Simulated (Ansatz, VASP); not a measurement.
## One calculation of KF, two programs

The input INCAR:

```
PREC = Accurate
ENCUT = 520
EDIFF = 1E-7
ISMEAR = -1
SIGMA = 0.02
LREAL = F
LASPH = T
NELM = 80
ALGO = Normal
ISIF = 2
LWAVE = F
LCHARG = T
GGA = PE
LELF = T
LVHAR = T
NBANDS = 15
```

File KPOINTS:

```
Automatic mesh
0
Gamma
  8 8 8
```

The input POSCAR:

```
KF
1.0
    0.0000000000      2.9354014298      3.0067316846
    2.9354014298      0.0000000000      3.0067316846
    2.9354014298      2.9354014298      0.0000000000
K F
1 1
Direct
    0.0000000000      0.0000000000      0.0000000000
    0.2500000000      0.2500000000      0.2500000000
```

Input for Ansatz:

```yaml
crystal:
  lattice:
    - [0.0, 2.9354014298, 3.0067316846]
    - [2.9354014298, 0.0, 3.0067316846]
    - [2.9354014298, 2.9354014298, 0.0]
  atoms:
    - { symbol: K, position: [0.0, 0.0, 0.0] }
    - { symbol: F, position: [0.25, 0.25, 0.25] }
kpoints:
  mp_grid: { grid: [8, 8, 8] }
  band_path:
    path:
      - [0.0, 0.0, 0.0]
      - [-0.5, -0.5, 0.0]
      - [-0.375, -0.375, 0.25]
      - [-0.375, 0.0, 0.375]
      - [0.0, 0.0, 0.5]
      - [-0.5, -0.25, 0.25]
    npoints: 1
hamiltonian:
  xc: pbe
scf:
  occupations: { method: fermi_dirac, width: 0.02 }
  n_extra_bands: 4
output:
  forces: true
  stress: true
  eigenvalues: true
```

Change from the starting cell: uniaxial_z strain +2.4%.

Alike in both runs: task single point; functional PBE; k mesh 8 × 8 × 8; occupations fermi-dirac, width 0.02 eV; no spin polarisation.

|  | VASP | Ansatz |
| --- | --- | --- |
| version | VASP 6.6.1 | Ansatz 0.2.0 |
| potentials or method | VASP PAW PBE potentials, release 64 (K_sv, F) | plane waves, PAW |
| plane-wave cutoff (eV) | 520 | 420 |
| valence electrons in the cell | 16 | 16 |

```tsv
	VASP	Ansatz	Ansatz less VASP
gap on the k mesh at the Fermi level (eV)	5.09	5.10	+0.010
pressure (GPa)	0.4	0.3	-0.02
```
